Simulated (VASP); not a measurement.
Here is a VASP 6.6.1 calculation.

INCAR

```
SYSTEM = TiW3
  ALGO = Normal
  EDIFF = 1E-6
  EDIFFG = -0.04
  ENCUT = 600
  GGA = PE
  IBRION = 2
  ISIF = 3
  ISMEAR = 0
  LASPH = .TRUE.
  LCHARG = .FALSE.
  LREAL = .FALSE.
  LWAVE = .FALSE.
  NELM = 100
  NSW = 90
  PREC = Accurate
  SIGMA = 0.1
```

Contents of KPOINTS:

```
k-points
0
G
  6 6 2
  0 0 0
```

Contents of POSCAR:

```
TiW3
1.0
    2.6789225300      0.0000000000      0.0000000000
   -1.3394612600      2.3200149600      0.0000000000
    0.0000000000      0.0000000000     10.6595097500
Ti W
1 3
Direct
    0.3333333300      0.6666666700      0.0000000000
    0.3333333300      0.6666666700      0.5000000000
    0.6666666700      0.3333333300      0.2500000000
    0.6666666700      0.3333333300      0.7500000000
```

Potentials or basis: VASP PAW PBE potentials, release 64 (Ti_sv, W_sv).

Launch:

```bash
$ cat potpaw_PBE.64/Ti_sv/POTCAR potpaw_PBE.64/W_sv/POTCAR > POTCAR
$ mpirun -np 1 vasp_std > vasp.out
```

(1) Predict the relaxed cell.

(2) Predict the space group after relaxing (to 0.1 Å).

(3) Predict the band gap on the k mesh.

Results:

(1) a = 2.801 Å, b = 2.801 Å, c = 9.789 Å, α = 90.00°, β = 90.00°, γ = 120.00°.

(2) P-6m2 (No. 187).

(3) zero (bands 27 and 28 overlap by 1.02 eV).

Caveat: the k points lie up to 0.43 Å⁻¹ apart in the final cell, too coarse for converged energies and pressures of a metal; spin-orbit coupling is left out, which moves the levels of the heavy elements.
